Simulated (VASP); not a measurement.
# ZnS (R3m) in VASP: a series of runs

Runs on ZnS. Level: PBE. Tasks: single point.

Everything below comes from runs of VASP 6.6.1. Logs are shortened: lines on timing, memory, paths and dates and some standing lists are left out, and cuts for length are marked.

## (1) The cell of the first run

The structure is trigonal, space group R3m (No. 160). The conventional cell has a = 3.825 Å, b = 3.825 Å, c = 9.369 Å, α = 90.00°, β = 90.00°, γ = 120.00°. Within 3.0 Å of Zn (site symmetry 3m) lie 4 S at 2.25 to 2.72 Å. Within 3.0 Å of S (site symmetry 3m) lie 4 Zn at 2.25 to 2.72 Å.

## (2) Single point, PBE

INCAR

```
SYSTEM = ZnS
  PREC = Accurate
  ENCUT = 520
  EDIFF = 1E-7
  ISMEAR = 0
  SIGMA = 0.05
  LREAL = .False.
  LASPH = .True.
  NELM = 100
  ALGO = Normal
  ISIF = 2
  LWAVE = .False.
  LCHARG = .False.
  GGA = PE
  NBANDS = 16
```

KPOINTS

```
Automatic mesh
0
Gamma
  10 10 10
  0 0 0
```

POSCAR

```
ZnS
1.0
    0.0000000000      2.7046500000      2.7046500000
    2.7046500000      0.0000000000      2.7046500000
    2.7046500000      2.7046500000      0.0000000000
Zn S
1 1
Direct
    0.0400248370      0.0400248370      0.0400248370
    0.7500000000      0.7500000000      0.7500000000
```

Potentials or basis: VASP PAW PBE potentials, release 64 (Zn, S).

On the command line:

```sh
> cat potpaw_PBE.64/Zn/POTCAR potpaw_PBE.64/S/POTCAR > POTCAR
> mpirun -np 1 vasp_std > vasp.out
```

OUTCAR:

```text
SYSTEM = ZnS
   PREC = Accurate
   ENCUT = 520
   EDIFF = 1E-7
   ISMEAR = 0
   LREAL = .False.
   LASPH = .True.
   NELM = 100
   ISIF = 2
   GGA = PE

 ion  position               nearest neighbor table
   1  0.040  0.040  0.040-   2 2.25   2 2.25   2 2.25   2 2.72
   2  0.750  0.750  0.750-   1 2.25   1 2.25   1 2.25   1 2.72

  LATTYP: Found a face centered cubic cell.
 ALAT       =     5.4093000000

  Lattice vectors:

 A1 = (   0.0000000000,   2.7046500000,   2.7046500000)
 A2 = (   2.7046500000,   0.0000000000,   2.7046500000)
 A3 = (   2.7046500000,   2.7046500000,   0.0000000000)

Analysis of symmetry for initial positions (statically):
=====================================================================
 Subroutine PRICEL returns:
 Original cell was already a primitive cell.

 Routine SETGRP: Setting up the symmetry group for a
 face centered cubic supercell.

 Subroutine GETGRP returns: Found  6 space group operations
 (whereof  6 operations were pure point group operations)
 out of a pool of 48 trial point group operations.

The static configuration has the point symmetry C_3v.

Analysis of symmetry for dynamics (positions and initial velocities):
=====================================================================
 Subroutine PRICEL returns:
 Original cell was already a primitive cell.

 Routine SETGRP: Setting up the symmetry group for a
 face centered cubic supercell.

 Subroutine GETGRP returns: Found  6 space group operations
 (whereof  6 operations were pure point group operations)
 out of a pool of 48 trial point group operations.

The dynamic configuration has the point symmetry C_3v.

 Subroutine INISYM returns: Found  6 space group operations
 (whereof  6 operations are pure point group operations),
 and found     1 'primitive' translations

----------------------------------------------------------------------------------------

                                     Primitive cell

  volume of cell :      39.5697

  direct lattice vectors                    reciprocal lattice vectors
     0.000000000  2.704650000  2.704650000    -0.184866803  0.184866803  0.184866803
     2.704650000  0.000000000  2.704650000     0.184866803 -0.184866803  0.184866803
     2.704650000  2.704650000  0.000000000     0.184866803  0.184866803 -0.184866803

  length of vectors
     3.824952711  3.824952711  3.824952711     0.320198696  0.320198696  0.320198696

  position of ions in fractional coordinates (direct lattice)
     0.040024837  0.040024837  0.040024837
     0.750000000  0.750000000  0.750000000

  ion indices of the primitive-cell ions
   primitive index   ion index
                 1           1
                 2           2

----------------------------------------------------------------------------------------

 KPOINTS: Automatic mesh

Automatic generation of k-mesh.
 Grid dimensions read from file:
 generate k-points for:   10   10   10

 Generating k-lattice:

  Cartesian coordinates                     Fractional coordinates (reciprocal lattice)
    -0.018486680  0.018486680  0.018486680     0.100000000  0.000000000  0.000000000
     0.018486680 -0.018486680  0.018486680     0.000000000  0.100000000  0.000000000
     0.018486680  0.018486680 -0.018486680     0.000000000  0.000000000  0.100000000

  Length of vectors
     0.032019870  0.032019870  0.032019870

  Shift w.r.t. Gamma in fractional coordinates (k-lattice)
     0.000000000  0.000000000  0.000000000

 Subroutine IBZKPT returns following result:
 ===========================================

 Found    116 irreducible k-points:

 Following reciprocal coordinates:
            Coordinates               Weight
  0.000000  0.000000  0.000000      1.000000
  0.100000  0.000000  0.000000      6.000000
  0.100000  0.100000  0.100000      2.000000
  0.200000  0.000000  0.000000      6.000000
  0.200000  0.200000  0.200000      2.000000
  0.300000  0.000000  0.000000      6.000000
[... 16 lines left out ...]
  0.100000  0.100000 -0.400000      6.000000
  0.500000  0.400000  0.500000      6.000000
 [... further k-points ...]
   k-points           NKPTS =    116   k-points in BZ     NKDIM =    116   number of bands    NBANDS=     16
   number of dos      NEDOS =    301   number of ions     NIONS =      2
   total plane-waves  NPLWV =  21952
   dimension x,y,z NGX =    28 NGY =   28 NGZ =   28
   dimension x,y,z NGXF=    56 NGYF=   56 NGZF=   56
   ions per type =               1   1
   NGX,Y,Z   is equivalent  to a cutoff of  12.17, 12.17, 12.17 a.u.
   NGXF,Y,Z  is equivalent  to a cutoff of  24.34, 24.34, 24.34 a.u.
 SYSTEM =  ZnS
   PREC   = accura    normal or accurate (medium, high low for compatibility)
   ISTART =      0    job   : 0-new  1-cont  2-samecut
   ICHARG =      2    charge: 1-file 2-atom 10-const
   ISPIN  =      1    spin polarized calculation?
   LNONCOLLINEAR =      F non collinear calculations
   LSORBIT =      F    spin-orbit coupling
   LASPH  =      T    aspherical Exc in radial PAW
   ENCUT  =  520.0 eV  38.22 Ry    6.18 a.u.   7.11  7.11  7.11*2*pi/ulx,y,z
   NELM   =    100;   NELMIN=  2; NELMDL= -5     # of ELM steps
   EDIFF  = 0.1E-06   stopping-criterion for ELM
   LREAL  =      F    real-space projection
   EDIFFG = 0.1E-05   stopping-criterion for IOM
   NSW    =      0    number of steps for IOM
   IBRION =     -1    ionic relax: 0-MD 1-quasi-New 2-CG
   NFREE  =      0    steps in history (QN), initial steepest desc. (CG)
   ISIF   =      2    stress and relaxation
   ISYM   =      2    0-nonsym 1-usesym 2-fastsym
   POTIM  = 0.5000    time-step for ionic-motion
   TEBEG  =    0.0;   TEEND  =   0.0 temperature during run
   PSTRESS=    0.0 pullay stress
   NELECT =      18.0000    total number of electrons
   NUPDOWN=      -1.0000    fix difference up-down
   EMIN   =  10.00;   EMAX   =-10.00  energy-range for DOS
   EFERMI =   0.00;   METHOD = LEGACY
   ISMEAR =     0;   SIGMA  =   0.05  broadening in eV -4-tet -1-fermi 0-gaus
   EFERMI_NEDOS =   21; number of points for ismear=-14 and -15
   IALGO  =     38    algorithm
   IMIX   =      4    mixing-type and parameters
     AMIX     =   0.40;   BMIX     =  1.00
     AMIX_MAG =   1.60;   BMIX_MAG =  1.00
  volume/ion in A,a.u.               =      19.78       133.51
  Fermi-wavevector in a.u.,A,eV,Ry     =   1.259055  2.379268 21.568210  1.585219
  Thomas-Fermi vector in A             =   2.392634
   LORBIT       =      0    0 simple, 1 ext, 2 COOP (PROOUT), +10 PAW based schemes
   GGA     = PE    functional components
   LHFCALC =     F    Hartree Fock is set to
   AEXX    =    0.0000 exact exchange contribution
   IVDW    =     0    specifies the selected vdW correction
   LEPSILON=     F    determine dielectric tensor
   LRPA    =     F    only Hartree local field effects (RPA)
 non-spin polarized calculation
 Gauss-broadening in eV      SIGMA  =   0.05
  energy-cutoff  :      520.00
  volume of cell :       39.57
 maximum number of plane-waves:      1090
   NGX = 15   NGY = 15   NGZ = 15

 number of electron      18.0000003 magnetization

 Free energy of the ion-electron system (eV)
  ---------------------------------------------------
  ext. energy  EPLUGINS =         0.00000000
  ---------------------------------------------------
  free energy    TOTEN  =        -6.62179607 eV

  energy without entropy =       -6.62179607  energy(sigma->0) =       -6.62179607

 E-fermi :   2.3558     XC(G=0):  -9.6177

 val. band max:        2.1215457267   @ k =   0.0000   0.0000   0.0000
 cond. band min:       4.2227682860   @ k =   0.0000   0.0000   0.0000
 fundamental gap:      2.1012225593
 Fermi energy:         2.3557737619

 k-point     1 :       0.0000    0.0000    0.0000
  band No.  band energies     occupation
      1     -11.1172      2.00000
      2      -4.5446      2.00000
      3      -4.5446      2.00000
      4      -4.1028      2.00000
      5      -3.9089      2.00000
      6      -3.9089      2.00000
[... 8 lines left out ...]
     15      13.7422      0.00000
     16      13.7422      0.00000

 k-point     2 :       0.1000    0.0000    0.0000
  band No.  band energies     occupation
      1     -11.0392      2.00000
      2      -4.5482      2.00000
      3      -4.5178      2.00000
      4      -4.0967      2.00000
      5      -3.9124      2.00000
      6      -3.9100      2.00000
[... 8 lines left out ...]
     15      13.2934      0.00000
     16      14.2518      0.00000

 k-point     3 :       0.1000    0.1000    0.1000
  band No.  band energies     occupation
      1     -11.0512      2.00000
      2      -4.5415      2.00000
      3      -4.5415      2.00000
      4      -4.0966      2.00000
      5      -3.9065      2.00000
      6      -3.9065      2.00000
[... 8 lines left out ...]
     15      13.4590      0.00000
     16      14.2927      0.00000

 k-point     4 :       0.2000    0.0000    0.0000
  band No.  band energies     occupation
      1     -10.8236      2.00000
      2      -4.5440      2.00000
      3      -4.4462      2.00000
      4      -4.0867      2.00000
      5      -3.9205      2.00000
      6      -3.9041      2.00000
[... 8 lines left out ...]
     15      12.8278      0.00000
     16      14.4039      0.00000
[... 324 lines left out ...]
 k-point    22 :       0.5000    0.1000    0.0000
  band No.  band energies     occupation
      1     -10.1301      2.00000
      2      -4.3162      2.00000
      3      -4.2325      2.00000
      4      -4.0148      2.00000
      5      -3.9194      2.00000
      6      -3.7191      2.00000
[... 8 lines left out ...]
     15      14.8415      0.00000
     16      15.6498      0.00000

 k-point    23 :       0.1000    0.1000   -0.4000
  band No.  band energies     occupation
      1     -10.1295      2.00000
      2      -4.3109      2.00000
      3      -4.2469      2.00000
      4      -3.9558      2.00000
      5      -3.9174      2.00000
      6      -3.7645      2.00000
[... 8 lines left out ...]
     15      14.8529      0.00000
     16      15.8325      0.00000

 k-point    24 :       0.5000    0.4000    0.5000
  band No.  band energies     occupation
      1     -10.2927      2.00000
      2      -4.5253      2.00000
      3      -4.4980      2.00000
      4      -3.9153      2.00000
      5      -3.8643      2.00000
      6      -3.6323      2.00000
[... 8 lines left out ...]
     15      15.4898      0.00000
     16      15.5851      0.00000

 [... further k-points ...]
[... 5 lines left out ...]
  --------------------------------------------------------------------------------------
  -------------------------------------------------------------------------------------
  Total        1.0157497      1.0157497      1.0157497     -0.5661980     -0.5661980     -0.5661980
  in kB       41.1276676     41.1276676     41.1276676    -22.9253342    -22.9253342    -22.9253342
  external PRESSURE =      41.1276676 kB  Pullay stress =       0.0000000 kB

 VOLUME and BASIS-vectors are now :
 -----------------------------------------------------------------------------
  energy-cutoff  :      520.00
  volume of cell :       39.57
      direct lattice vectors                 reciprocal lattice vectors
     0.000000000  2.704650000  2.704650000    -0.184866803  0.184866803  0.184866803
     2.704650000  0.000000000  2.704650000     0.184866803 -0.184866803  0.184866803
     2.704650000  2.704650000  0.000000000     0.184866803  0.184866803 -0.184866803

 POSITION                                       TOTAL-FORCE (eV/Angst)
 -----------------------------------------------------------------------------------
      0.21651      0.21651      0.21651        -0.488478     -0.488478     -0.488478
      4.05697      4.05697      4.05697         0.488478      0.488478      0.488478
 -----------------------------------------------------------------------------------
    total drift:                               -0.000076     -0.000076     -0.000077

  FREE ENERGIE OF THE ION-ELECTRON SYSTEM (eV)
  ---------------------------------------------------
  free  energy   TOTEN  =        -6.6217960688 eV

  energy  without entropy=       -6.6217960688  energy(sigma->0) =       -6.62179607
```

Wall time 40 s (1 thread of Intel Xeon 6975P-C (Granite Rapids), shared host); peak memory 0.2 GiB.

What came out:

| Property | Result |
| --- | --- |
| Free energy | -6.6218 eV |
| Pressure | 4.1 GPa |
| Largest force | 0.846 eV/Å |
| Band gap on the k mesh | 2.10 eV, direct |

Forces in eV/Å, atoms in the order of the input:
```
Zn  -0.488 -0.488 -0.488
S    0.488  0.488  0.488
```

Stress tensor (GPa, compression positive):
```
 4.11 -2.29 -2.29
-2.29  4.11 -2.29
-2.29 -2.29  4.11
```

Caveat: the cell differs from its parent crystal (all Zn atoms moved -0.375 Å, as atom 1 towards its neighbour atom 2 (S) at 2.342 Å).

## (3) Single point, PBE

INCAR

```
PREC = Accurate
ENCUT = 520
EDIFF = 1E-7
ISMEAR = 0
SIGMA = 0.05
LREAL = False
LASPH = True
NELM = 100
ALGO = Normal
ISIF = 2
LWAVE = False
LCHARG = True
GGA = PE
LELF = True
LVHAR = True
NBANDS = 16
```

KPOINTS

```
Automatic mesh
0
Gamma
  10 10 10
```

POSCAR: that of step 2 with these lines changed.

```diff
@@ -8,3 +8,3 @@
 Direct
-    0.0400248370      0.0400248370      0.0400248370
+   -0.0266832247     -0.0266832247     -0.0266832247
     0.7500000000      0.7500000000      0.7500000000
```

Potentials or basis: VASP PAW PBE potentials, release 64 (Zn, S).

On the command line:

```sh
> cat potpaw_PBE.64/Zn/POTCAR potpaw_PBE.64/S/POTCAR > POTCAR
> mpirun -np 1 vasp_std > vasp.out
```

OUTCAR:

```text
PREC = Accurate
   ENCUT = 520
   EDIFF = 1E-7
   ISMEAR = 0
   LREAL = False
   LASPH = True
   NELM = 100
   ISIF = 2
   GGA = PE

 ion  position               nearest neighbor table
   1  0.973  0.973  0.973-   2 2.09   2 2.44   2 2.44   2 2.44
   2  0.750  0.750  0.750-   1 2.09   1 2.44   1 2.44   1 2.44

  LATTYP: Found a face centered cubic cell.
 ALAT       =     5.4093000000

  Lattice vectors:

 A1 = (   0.0000000000,   2.7046500000,   2.7046500000)
 A2 = (   2.7046500000,   0.0000000000,   2.7046500000)
[... 625 lines left out ...]
      4      -4.0301      2.00000
      5      -3.8923      2.00000
      6      -3.8838      2.00000
[... 8 lines left out ...]
     15      15.2590      0.00000
     16      15.5895      0.00000

 [... further k-points ...]
[... 5 lines left out ...]
  --------------------------------------------------------------------------------------
  -------------------------------------------------------------------------------------
  Total        1.1066561      1.1066561      1.1066561      1.4176640      1.4176640      1.4176640
  in kB       44.8084617     44.8084617     44.8084617     57.4011599     57.4011599     57.4011599
  external PRESSURE =      44.8084617 kB  Pullay stress =       0.0000000 kB

 VOLUME and BASIS-vectors are now :
 -----------------------------------------------------------------------------
  energy-cutoff  :      520.00
  volume of cell :       39.57
      direct lattice vectors                 reciprocal lattice vectors
     0.000000000  2.704650000  2.704650000    -0.184866803  0.184866803  0.184866803
     2.704650000  0.000000000  2.704650000     0.184866803 -0.184866803  0.184866803
     2.704650000  2.704650000  0.000000000     0.184866803  0.184866803 -0.184866803

 POSITION                                       TOTAL-FORCE (eV/Angst)
 -----------------------------------------------------------------------------------
      5.26496      5.26496      5.26496         1.477314      1.477314      1.477314
      4.05697      4.05697      4.05697        -1.477314     -1.477314     -1.477314
 -----------------------------------------------------------------------------------
    total drift:                                0.000102      0.000102      0.000102

  FREE ENERGIE OF THE ION-ELECTRON SYSTEM (eV)
  ---------------------------------------------------
  free  energy   TOTEN  =        -6.5822692631 eV

  energy  without entropy=       -6.5822692631  energy(sigma->0) =       -6.58226926
```

Wall time 44 s (1 thread of Intel Xeon 6975P-C (Granite Rapids), shared host); peak memory 0.2 GiB.

What came out:

* Free energy: -6.5823 eV
* Pressure: 4.5 GPa
* Largest force: 2.559 eV/Å
* Band gap on the k mesh: 2.01 eV, direct

Forces in eV/Å, atoms in the order of the input:
```
Zn   1.477  1.477  1.477
S   -1.477 -1.477 -1.477
```

Stress tensor (GPa, compression positive):
```
4.48 5.74 5.74
5.74 4.48 5.74
5.74 5.74 4.48
```

Caveat: the cell differs from its parent crystal (all Zn atoms moved +0.250 Å, as atom 1 towards its neighbour atom 2 (S) at 2.342 Å); forces of over 1 eV/Å act on the atoms, so gaps and moduli don't describe the material at rest.

(Continued in part 2 of 2.)
